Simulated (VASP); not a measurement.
# TePt (P6_3/mmc) in VASP: a series of runs, part 2 of 2

VASP 6.6.1. Earlier steps stand in the parts before.

### Step 3. Single point, LDA, collinear spin (21.84 Å³/atom)

This run uses another cell than the first one, of 21.84 Å³/atom.

INCAR

```
PREC = Accurate
ENCUT = 520
EDIFF = 1E-6
ISMEAR = 0
SIGMA = 0.15
LREAL = False
LASPH = True
NELM = 150
ALGO = Normal
ISIF = 2
LWAVE = False
LCHARG = False
ISPIN = 2
MAGMOM = 0 0 0.438 0.438
LORBIT = 11
NUPDOWN = 0.875
LMAXMIX = 4
GGA = CA
NBANDS = 28
```

KPOINTS

```
Automatic mesh
0
Gamma
  12 12 8
```

POSCAR

```
TePt
1.0
    4.2535368066      0.0000000000      0.0000000000
   -2.1267684033      3.6836709304      0.0000000000
    0.0000000000      0.0000000000      5.5764926886
Te Pt
2 2
Direct
    0.3333333333      0.6666666667      0.2500000000
    0.6666666667      0.3333333333      0.7500000000
    0.0000000000      0.0000000000      0.0000000000
    0.0000000000      0.0000000000      0.5000000000
```

Potentials or basis: VASP PAW LDA potentials, release 64 (Te, Pt).

Run with:

```
$ cat potpaw_LDA.64/Te/POTCAR potpaw_LDA.64/Pt/POTCAR > POTCAR
$ mpirun -np 1 vasp_std > vasp.out
```

It took 3.5 min on 1 thread of AMD EPYC 9R45 (Zen 5), shared host; peak memory 0.4 GiB.

The run converged. Its results:

```
Free energy                                           : -23.3095 eV
Pressure                                              : -4.7 GPa
Net moment                                            : 0.88 μB per cell
Site moments                                          : Te +0.12; Pt +0.22 μB
Valence electrons inside the program's atomic spheres : Te 3.29; Pt 9.30
```

Stress tensor (GPa, compression positive):
```
-4.47  0.00  0.00
 0.00 -4.47  0.00
 0.00  0.00 -5.06
```

Caveat: the cell stands under tension; the total moment is fixed, so each spin has its own Fermi level.

### Step 4. Single point, LDA, collinear spin (21.84 Å³/atom)

This run uses another cell than the first one, of 21.84 Å³/atom.

INCAR

```
SYSTEM = TePt
  ALGO = Normal
  EDIFF = 1E-6
  ENCUT = 520
  ISIF = 2
  ISMEAR = 0
  ISPIN = 2
  LASPH = .TRUE.
  LCHARG = .FALSE.
  LMAXMIX = 4
  LORBIT = 11
  LREAL = .FALSE.
  LWAVE = .FALSE.
  MAGMOM = 0 0 0.375 0.375
  NBANDS = 28
  NELM = 150
  NUPDOWN = 0.75
  PREC = Accurate
  SIGMA = 0.15
```

KPOINTS

```
k-points
0
G
  12 12 8
  0 0 0
```

POSCAR is that of step 3.

Potentials or basis: VASP PAW LDA potentials, release 64 (Te, Pt).

Run with:

```
$ cat potpaw_LDA.64/Te/POTCAR potpaw_LDA.64/Pt/POTCAR > POTCAR
$ mpirun -np 1 vasp_std > vasp.out
```

OUTCAR:

```text
SYSTEM = TePt
   EDIFF = 1E-6
   ENCUT = 520
   ISIF = 2
   ISMEAR = 0
   ISPIN = 2
   LASPH = .TRUE.
   LORBIT = 11
   LREAL = .FALSE.
   NELM = 150
   NUPDOWN = 0.75
   PREC = Accurate

 ion  position               nearest neighbor table
   1  0.333  0.667  0.250-   3 2.82   4 2.82   3 2.82   4 2.82   3 2.82   4 2.82
   2  0.667  0.333  0.750-   3 2.82   4 2.82   3 2.82   4 2.82   3 2.82   4 2.82
   3  0.000  0.000  0.000-   4 2.79   4 2.79   1 2.82   2 2.82   1 2.82   2 2.82   2 2.82   1 2.82

   4  0.000  0.000  0.500-   3 2.79   3 2.79   1 2.82   2 2.82   1 2.82   2 2.82   2 2.82   1 2.82

  LATTYP: Found a hexagonal cell.
 ALAT       =     4.2535368066
 C/A-ratio  =     1.3110249052

  Lattice vectors:

 A1 = (   4.2535368066,   0.0000000000,   0.0000000000)
 A2 = (  -2.1267684033,   3.6836709304,   0.0000000000)
 A3 = (   0.0000000000,   0.0000000000,   5.5764926886)

Analysis of symmetry for initial positions (statically):
=====================================================================
[... 1699 lines left out ...]
  FORCE on cell =-STRESS in cart. coord.  units (eV):
  Direction    XX          YY          ZZ          XY          YZ          ZX
  --------------------------------------------------------------------------------------
  -------------------------------------------------------------------------------------
  Total       -2.4827057     -2.4827057     -2.7890039      0.0000000     -0.0000000      0.0000000
  in kB      -45.5243411    -45.5243411    -51.1408023      0.0000000     -0.0000000      0.0000000
  external PRESSURE =     -47.3964949 kB  Pullay stress =       0.0000000 kB

 VOLUME and BASIS-vectors are now :
 -----------------------------------------------------------------------------
  energy-cutoff  :      520.00
  volume of cell :       87.38
      direct lattice vectors                 reciprocal lattice vectors
     4.253536807  0.000000000  0.000000000     0.235098471  0.135734166  0.000000000
    -2.126768403  3.683670930  0.000000000     0.000000000  0.271468331  0.000000000
     0.000000000  0.000000000  5.576492689     0.000000000  0.000000000  0.179324184

 POSITION                                       TOTAL-FORCE (eV/Angst)
 -----------------------------------------------------------------------------------
     -0.00000      2.45578      1.39412         0.000000     -0.000000     -0.000000
      2.12677      1.22789      4.18237        -0.000000      0.000000      0.000000
      0.00000      0.00000      0.00000         0.000000      0.000000      0.000000
      0.00000      0.00000      2.78825         0.000000      0.000000      0.000000
 -----------------------------------------------------------------------------------
    total drift:                               -0.000000      0.000000      0.000000

  FREE ENERGIE OF THE ION-ELECTRON SYSTEM (eV)
  ---------------------------------------------------
  free  energy   TOTEN  =       -23.3485710776 eV

  energy  without entropy=      -23.3239160074  energy(sigma->0) =      -23.33624354

 total charge

# of ion       s       p       d       tot
------------------------------------------
    1        1.419   1.777   0.097   3.293
    2        1.419   1.777   0.097   3.293
    3        0.618   0.486   8.197   9.300
    4        0.618   0.486   8.197   9.300
--------------------------------------------------
tot          4.074   4.525  16.587  25.187

 magnetization (x)

# of ion       s       p       d       tot
------------------------------------------
    1        0.016   0.086   0.004   0.107
    2        0.016   0.086   0.004   0.107
    3        0.008   0.022   0.158   0.189
    4        0.008   0.022   0.158   0.189
--------------------------------------------------
tot          0.049   0.217   0.325   0.591
```

stdout:

```text
POSCAR found type information on POSCAR TePt
 POSCAR found :  2 types and       4 ions
 scaLAPACK will be used
 LDA part: xc-table for (Slater(with rela. corr.)+CA(PZ))
 , standard interpolation
 POSCAR, INCAR and KPOINTS ok, starting setup
 FFT: planning ... GRIDC
 FFT: planning ... GRID_SOFT
 FFT: planning ... GRID
 WAVECAR not read
 entering main loop
```

Run time: 4.7 min. Hardware: 1 thread of Intel Xeon Platinum 8488C (Sapphire Rapids), shared host; peak memory 0.42 GiB.

What came out:

| Quantity | Value |
| --- | --- |
| Free energy | -23.3486 eV |
| Pressure | -4.7 GPa |
| Net moment | 0.75 μB per cell |
| Site moments | Te +0.11; Pt +0.19 μB |
| Valence electrons inside the program's atomic spheres | Te 3.29; Pt 9.30 |

Stress tensor (GPa, compression positive):
```
-4.55  0.00  0.00
 0.00 -4.55  0.00
 0.00  0.00 -5.11
```

Caveat: the cell stands under tension; the total moment is fixed, so each spin has its own Fermi level.

### Step 5. Single point, LDA, collinear spin (19.32 Å³/atom)

This run uses another cell than the first one, of 19.32 Å³/atom.

INCAR

```
SYSTEM = TePt
PREC = Accurate
ENCUT = 520
EDIFF = 1E-6
ISMEAR = 0
SIGMA = 0.15
LREAL = .False.
LASPH = .True.
NELM = 150
ALGO = Normal
ISIF = 2
LWAVE = .False.
LCHARG = .False.
ISPIN = 2
MAGMOM = 0 0 0.188 0.188
LORBIT = 11
NUPDOWN = 0.375
LMAXMIX = 4
NBANDS = 28
```

KPOINTS

```
Automatic mesh
0
Gamma
  12 12 8
  0 0 0
```

POSCAR

```
TePt
1.0
    4.0832422724      0.0000000000      0.0000000000
   -2.0416211362      3.5361915377      0.0000000000
    0.0000000000      0.0000000000      5.3532323131
Te Pt
2 2
Direct
    0.3333333333      0.6666666667      0.2500000000
    0.6666666667      0.3333333333      0.7500000000
    0.0000000000      0.0000000000      0.0000000000
    0.0000000000      0.0000000000      0.5000000000
```

Run with:

```
$ cat potpaw_LDA.64/Te/POTCAR potpaw_LDA.64/Pt/POTCAR > POTCAR
$ mpirun -np 1 vasp_std > vasp.out
```

Wall time 3.8 min (1 thread of Intel Xeon Platinum 8259CL at 2.50GHz (Skylake/Cascade Lake), shared host); peak memory 0.38 GiB.

The run converged. Its results:

* Free energy: -23.1690 eV
* Pressure: 15.5 GPa
* Net moment: 0.38 μB per cell
* Site moments: Te +0.06; Pt +0.10 μB
* Valence electrons inside the program's atomic spheres: Te 3.40; Pt 9.60

Stress tensor (GPa, compression positive):
```
15.07  0.00  0.00
 0.00 15.07  0.00
 0.00  0.00 16.30
```

Caveat: the cell stands under pressure; the total moment is fixed, so each spin has its own Fermi level.

### Step 6. The runs side by side

```csv
fixed moment (μB),cell,pressure (GPa),moment (μB)
1.0,"a = 4.023, b = 4.023, c = 5.275 Å, angles 90.0, 90.0, 120.0°, 4 atoms",26.6,1.00
0.875,"a = 4.254, b = 4.254, c = 5.576 Å, angles 90.0, 90.0, 120.0°, 4 atoms",-4.7,0.88
0.75,"a = 4.254, b = 4.254, c = 5.576 Å, angles 90.0, 90.0, 120.0°, 4 atoms",-4.7,0.75
0.375,"a = 4.083, b = 4.083, c = 5.353 Å, angles 90.0, 90.0, 120.0°, 4 atoms",15.5,0.38
```

Alike in all rows: task single point; level LDA; potentials or basis VASP PAW LDA potentials, release 64 (Te, Pt); spin collinear; k mesh 12 × 12 × 8; cutoff (eV) 520; smearing gaussian 0.15 eV.

Caveats: the total moment is fixed, so each spin has its own Fermi level; the cell stands under pressure (at least some runs); the cell stands under tension (at least some runs).

Absolute energies hang on the potentials; compare differences alone.
